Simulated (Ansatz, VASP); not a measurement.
Two plane-wave programs on YN

Contents of INCAR:

```
PREC     = Accurate       # precision mode
ENCUT    = 600            # plane-wave cutoff, eV
EDIFF    = 1E-6           # SCF threshold, eV
ISMEAR   = 0              # smearing method
SIGMA    = 0.05           # smearing width, eV
LREAL    = False          # projectors in reciprocal space
LASPH    = True           # aspherical terms in the spheres
NELM     = 120            # most SCF steps
ALGO     = Normal         # electronic algorithm
ISIF     = 2              # what is computed and relaxed
LWAVE    = False          # write WAVECAR
LCHARG   = False          # write CHGCAR
GGA      = PE             # functional
NBANDS   = 15             # bands
GGA_COMPAT= False
```

File KPOINTS:

```
Automatic mesh
0
Gamma
  14 14 14
```

Contents of POSCAR:

```
YN
1.0
    0.0000000000      2.4385000000      2.4385000000
    2.4385000000      0.0000000000      2.4385000000
    2.4385000000      2.4385000000      0.0000000000
Y N
1 1
Direct
    0.0000000000      0.0000000000      0.0000000000
    0.5000000000      0.5000000000      0.5000000000
```

Input for Ansatz:

```yaml
crystal:
  lattice:
    - [0.0, 2.4385, 2.4385]
    - [2.4385, 0.0, 2.4385]
    - [2.4385, 2.4385, 0.0]
  atoms:
    - { symbol: "Y", position: [0.0, 0.0, 0.0] }
    - { symbol: "N", position: [0.5, 0.5, 0.5] }
basis:
  ecutwfc: 420
kpoints:
  mp_grid: { grid: [14, 14, 14] }
hamiltonian:
  xc: pbe
scf:
  occupations: { method: gaussian, width: 0.05 }
output:
  forces: true
  eigenvalues: true
  eigenstates:
    nscf_kmesh: { grid: [34, 34, 34] }
    top_band: c6
    de_dk: true
    localisation: true
  stress: true
checkpoint:
  write: ck
  compress: false
  write_wavefunctions: false
  write_every: 100000
```

Alike in both runs: task single point; functional PBE; k mesh 14 × 14 × 14; occupations gaussian, width 0.05 eV; no spin polarisation.

```csv
,VASP,Ansatz
version,VASP 6.6.1,Ansatz 0.2.0
potentials or method,"VASP PAW PBE potentials, release 64 (Y_sv, N), cutoff 600 eV","scalar-relativistic, plane waves, PAW"
valence electrons in the cell,16,16
```

Ansatz gave:

```
pressure (GPa) : 2.9
```

Which values does VASP return?

Pressure (GPa): 2.7.

With one functional, cell and mesh, what is left measures potentials, basis and numerics.
